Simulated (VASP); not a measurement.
Input of a VASP 6.6.1 run:

Contents of INCAR:

```
AGGAC    = 1.0          
AGGAX    = 1.0          
ALDAC    = 0.0          
ALDAX    = 1.0          
ALGO     = Normal         # electronic algorithm
EDIFF    = 1E-6           # SCF threshold, eV
ENCUT    = 500            # plane-wave cutoff, eV
GGA      = B5             # functional
GGA_COMPAT= False        
ISIF     = 2              # what is computed and relaxed
ISMEAR   = 0              # smearing method
LASPH    = True           # aspherical terms in the spheres
LCHARG   = False          # write CHGCAR
LREAL    = False          # projectors in reciprocal space
LWAVE    = False          # write WAVECAR
NBANDS   = 36             # bands
NELM     = 120            # most SCF steps
PREC     = Accurate       # precision mode
SIGMA    = 0.01           # smearing width, eV
```

Contents of KPOINTS:

```
k-points
0
Gamma
  6 6 6
```

Contents of POSCAR:

```
ZnS
1.0
    1.9030700000      1.0987379768      9.3519466667
   -1.9030700000      1.0987379768      9.3519466667
    0.0000000000     -2.1974759536      9.3519466667
Zn S
3 3
Direct
    0.9999666667      0.9999666667      0.9999666667
    0.2222700000      0.2222700000      0.2222700000
    0.4446133333      0.4446133333      0.4446133333
    0.0832700000      0.0832700000      0.0832700000
    0.5278433333      0.5278433333      0.5278433333
    0.3053600000      0.3053600000      0.3053600000
```

Potentials or basis: VASP PAW PBE potentials, release 64 (Zn, S).

Run with:

```console
$ cat potpaw_PBE.64/Zn/POTCAR potpaw_PBE.64/S/POTCAR > POTCAR
$ mpirun -np 1 vasp_std > vasp.out
```

Problem. What does it give for the pressure?

Solution. 6.4 GPa.

Problem. What does it give for the largest force?

Solution. 0.010 eV/Å.

Problem. Predict the band gap on the k mesh.

Solution. 2.21 eV.

Forces on the atoms (eV/Å):
```
Zn   0.000  0.000  0.003
Zn   0.000  0.000  0.009
Zn   0.000  0.000 -0.001
S    0.000  0.000 -0.010
S    0.000  0.000 -0.002
S    0.000  0.000  0.001
```

Caveat: the cell stands under pressure; the PAW data sets were made with another functional, which shifts forces and pressure a little. A k mesh can miss the band edges.
